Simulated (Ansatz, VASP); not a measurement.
Ge in VASP and in Ansatz

INCAR

```
SYSTEM = Ge
ALGO = Normal
EDIFF = 1E-7
ENCUT = 520
GGA = PS
ISIF = 2
ISMEAR = 0
LASPH = .True.
LCHARG = .True.
LELF = .True.
LREAL = .False.
LVHAR = .True.
LWAVE = .False.
NBANDS = 36
NELM = 80
PREC = Accurate
SIGMA = 0.15
```

File KPOINTS:

```
k-points
0
Gamma
  12 12 8
  0 0 0
```

Contents of POSCAR:

```
Ge
1.0
    3.9370133439      0.0000000000      0.0000000000
   -1.9685066719      3.4614757064      0.0000000000
    0.0000000000      0.0000000000      6.5963651449
Ge
4
Direct
    0.6666666667      0.3333333333      0.0629118567
    0.3333333333      0.6666666667      0.5629118567
    0.6666666667      0.3333333333      0.4370881433
    0.3333333333      0.6666666667      0.9370881433
```

Input for Ansatz:

```yaml
crystal:
  lattice:
    - [3.9370133439, 0.0, 0.0]
    - [-1.9685066719, 3.4614757064, 0.0]
    - [0.0, 0.0, 6.5963651449]
  atoms:
    - { symbol: Ge, position: [0.6666666667, 0.3333333333, 0.0629118567] }
    - { symbol: Ge, position: [0.3333333333, 0.6666666667, 0.5629118567] }
    - { symbol: Ge, position: [0.6666666667, 0.3333333333, 0.4370881433] }
    - { symbol: Ge, position: [0.3333333333, 0.6666666667, 0.9370881433] }
basis:
  ecutwfc: 420
kpoints:
  mp_grid: { grid: [12, 12, 8] }
hamiltonian:
  xc: pbesol
scf:
  occupations: { method: gaussian, width: 0.15 }
output:
  forces: true
  stress: true
  eigenvalues: true
```

Change from the starting cell: strain -0.0150 x Voigt [1, 0, 0, 0, 0, 0], atoms carried along.

Alike in both runs: task single point; functional PBEsol; k mesh 12 × 12 × 8; occupations gaussian, width 0.15 eV; no spin polarisation.

|  | VASP | Ansatz |
| --- | --- | --- |
| version | VASP 6.6.1 | Ansatz 0.2.0 |
| potentials or method | VASP PAW PBE potentials, release 64 (Ge_d), cutoff 520 eV | scalar-relativistic, plane waves, PAW |
| valence electrons in the cell | 56 | 56 |

Ansatz gave:

| Item | Value |
| --- | --- |
| gap on the k mesh at the Fermi level (eV) | none |
| pressure (GPa) | 1.1 |
| traceless stress, the component that is largest in VASP (GPa) | 1.55 |
| rms of the force components (eV/Å) | 0.081 |

Question: Estimate VASP's values.

Answer: gap on the k mesh at the Fermi level (eV): none; pressure (GPa): 1.0; traceless stress, the component that is largest in VASP (GPa): 1.55; rms of the force components (eV/Å): 0.080.

VASP's potentials were made for PBE, not for PBEsol. Atom by atom the forces differ by 0.001 eV/Å (rms over components). A gap of «none» marks a metal or a gap that the smearing closes.
